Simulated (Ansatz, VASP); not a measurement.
## Two plane-wave programs on Pd

INCAR

```
SYSTEM = Pd
ALGO = Normal
EDIFF = 1E-7
ENCUT = 520
GGA = RE
ISIF = 2
ISMEAR = -1
ISPIN = 2
LASPH = .True.
LCHARG = .True.
LELF = .True.
LMAXMIX = 4
LORBIT = 11
LREAL = .False.
LVHAR = .True.
LWAVE = .False.
MAGMOM = 0.45 0.45
NBANDS = 21
NELM = 150
PREC = Accurate
SIGMA = 0.05
```

KPOINTS

```
k-points
0
Gamma
  11 11 11
  0 0 0
```

Contents of POSCAR:

```
Pd
1.0
    0.0000000000      2.8549165037      2.8549165037
    2.8549165037      0.0000000000      2.8549165037
    2.8549165037      2.8549165037      0.0000000000
Pd
2
Direct
    0.1250000000      0.1250000000      0.1250000000
    0.8750000000      0.8750000000      0.8750000000
```

Input for Ansatz:

```yaml
crystal:
  lattice:
    - [0.0, 2.8549165037, 2.8549165037]
    - [2.8549165037, 0.0, 2.8549165037]
    - [2.8549165037, 2.8549165037, 0.0]
  atoms:
    - { symbol: Pd, position: [0.125, 0.125, 0.125], spin: 0.45 }
    - { symbol: Pd, position: [0.875, 0.875, 0.875], spin: 0.45 }
hamiltonian:
  xc: revpbe
  pseudopotentials:
    kind: paw
    azcp:
      Pd: "pseudopotentials/Pd.paw.azcp"
basis:
  ecutwfc: 420
  fft_grid_basis: typed
kpoints:
  mp_grid: { grid: [11, 11, 11], shift: [0, 0, 0] }
magnetization:
  spin_polarized: true
scf:
  occupations: { method: fermi_dirac, width: 0.05 }
  lower_state_search: "off"
output:
  stress: true
```

Alike in both runs: task single point; functional revPBE; k mesh 11 × 11 × 11; occupations fermi-dirac, width 0.05 eV; collinear spin.

|  | VASP | Ansatz |
| --- | --- | --- |
| version | VASP 6.6.1 | Ansatz 0.2.0 |
| potentials or method | VASP PAW PBE potentials, release 64 (Pd), cutoff 520 eV | plane waves (420 eV) with PAW, scalar-relativistic |
| valence electrons in the cell | 20 | 36 |

VASP gave:

| Property | Result |
| --- | --- |
| pressure (GPa) | 5.7 |
| net moment per atom (μB) | 0.48 |
| size of the moment on the site where the two differ most (μB) | 0.47 |

**Question.** Which values does Ansatz return?

**Answer.** Pressure (GPa): 6.1; net moment per atom (μB): 0.48; size of the moment on the site where the two differ most (μB): 0.47.

VASP's potentials were made for PBE, not for revPBE. Site moments also hang on the region over which each program counts them. VASP's potentials hold 20 valence electrons a cell and Ansatz's 36, so a difference there can come from the potentials and not from the codes.
